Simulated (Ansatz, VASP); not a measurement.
**Two plane-wave programs on Au**

Contents of INCAR:

```
SYSTEM = Au
PREC     = Accurate       ! precision mode
ENCUT    = 520            ! plane-wave cutoff, eV
EDIFF    = 1E-6           ! SCF threshold, eV
ISMEAR   = -1             ! smearing method
SIGMA    = 0.1            ! smearing width, eV
LREAL    = .False.        ! projectors in reciprocal space
LASPH    = .True.         ! aspherical terms in the spheres
NELM     = 80             ! most SCF steps
ALGO     = Normal         ! electronic algorithm
ISIF     = 2              ! what is computed and relaxed
LWAVE    = .False.        ! write WAVECAR
LCHARG   = .False.        ! write CHGCAR
NBANDS   = 12             ! bands
```

KPOINTS

```
regular mesh
0
Gamma
  22 22 22
  0 0 0
```

POSCAR

```
Au
1.0
    0.0000000000      2.0229622714      2.0229622714
    2.0229622714      0.0000000000      2.0229622714
    2.0229622714      2.0229622714      0.0000000000
Au
1
Direct
    0.0000000000      0.0000000000      0.0000000000
```

Input for Ansatz:

```yaml
crystal:
  lattice:
    - [0.0, 2.0229622714, 2.0229622714]
    - [2.0229622714, 0.0, 2.0229622714]
    - [2.0229622714, 2.0229622714, 0.0]
  atoms:
    - { symbol: Au, position: [0.0, 0.0, 0.0] }
hamiltonian:
  xc: lda
  pseudopotentials:
    kind: paw
    azcp:
      Au: "pseudopotentials/Au.paw.azcp"
basis:
  ecutwfc: 420
  fft_grid_basis: typed
kpoints:
  mp_grid: { grid: [22, 22, 22], shift: [0, 0, 0] }
magnetization:
  spin_polarized: false
scf:
  occupations: { method: fermi_dirac, width: 0.1 }
output:
  stress: true
```

Alike in both runs: task single point; functional LDA; k mesh 22 × 22 × 22; occupations fermi-dirac, width 0.1 eV; no spin polarisation.

|  | VASP | Ansatz |
| --- | --- | --- |
| version | VASP 6.6.1 | Ansatz 0.2.0 |
| potentials or method | VASP PAW LDA potentials, release 64 (Au), cutoff 520 eV | plane waves (420 eV) with PAW, scalar-relativistic |
| valence electrons in the cell | 11 | 19 |

|  | VASP | Ansatz | Ansatz less VASP |
| --- | --- | --- | --- |
| pressure (GPa) | 0.8 | 0.2 | -0.51 |

Ansatz warns that its potentials were made for another functional, while VASP's fit it. LDA's correlation is that of Perdew and Zunger in VASP and of Perdew and Wang (1992) in Ansatz. VASP's potentials hold 11 valence electrons a cell and Ansatz's 19, so a difference there can come from the potentials and not from the codes.

Spin-orbit coupling is off throughout.
